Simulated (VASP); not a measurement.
Here is a VASP 6.6.1 calculation.

Contents of POSCAR:

```
TaN
1.0
    2.9379988584      0.0000000000      0.0000000000
   -1.4689994292      2.5825473724      0.0000000000
    0.0000000000      0.0000000000      2.8830000000
Ta N
1 1
Direct
    0.3333333333      0.6666666667      0.5000000000
    0.0000000000      0.0000000000      0.0000000000
```

INCAR.step1

```
PREC = Accurate ; ENCUT = 520
ISMEAR = 0 ; SIGMA = 0.15
LREAL = False ; LASPH = True
NELM = 100 ; NBANDS = 15
GGA = PE ; ALGO = Normal
EDIFF = 1E-4 ; LWAVE = True
LCHARG = False
```

Contents of INCAR.step2:

```
PREC = Accurate ; ENCUT = 520
EDIFF = 1E-7 ; ISMEAR = 0
SIGMA = 0.15 ; LREAL = False
LASPH = True ; NELM = 100
ALGO = Normal ; ISIF = 2
LWAVE = False ; LCHARG = False
METAGGA = R2SCAN ; LMIXTAU = True
NBANDS = 15 ; ISTART = 1
```

Contents of KPOINTS:

```
regular mesh
0
Gamma
  18 18 16
```

Potentials or basis: VASP PAW PBE potentials, release 64 (Ta_pv, N).

Run with:

```sh
$ cat potpaw_PBE.64/Ta_pv/POTCAR potpaw_PBE.64/N/POTCAR > POTCAR
$ cp INCAR.step1 INCAR
$ mpirun -np 1 vasp_std > vasp.out
$ cp INCAR.step2 INCAR
$ mpirun -np 1 vasp_std > vasp.out
```

**Question.** What does it give for the pressure?

**Answer.** -3.7 GPa.

**Question.** Predict the largest force.

**Answer.** 0.014 eV/Å.

**Question.** Estimate the band gap on the k mesh.

**Answer.** Zero (bands 8 and 9 overlap by 0.25 eV).

Stress tensor (GPa, compression positive):
```
-2.04  0.00  0.00
 0.00 -8.73  0.00
 0.00  0.00 -0.18
```

Caveat: the cell differs from its parent crystal (strain +0.0150 x Voigt [0, 1, 0, 0, 0, 0]); the stress differs along the axes, from -9 to -0 GPa; the PAW data sets were made with another functional, which shifts forces and pressure a little; spin-orbit coupling is left out, which moves the levels of the heavy elements.
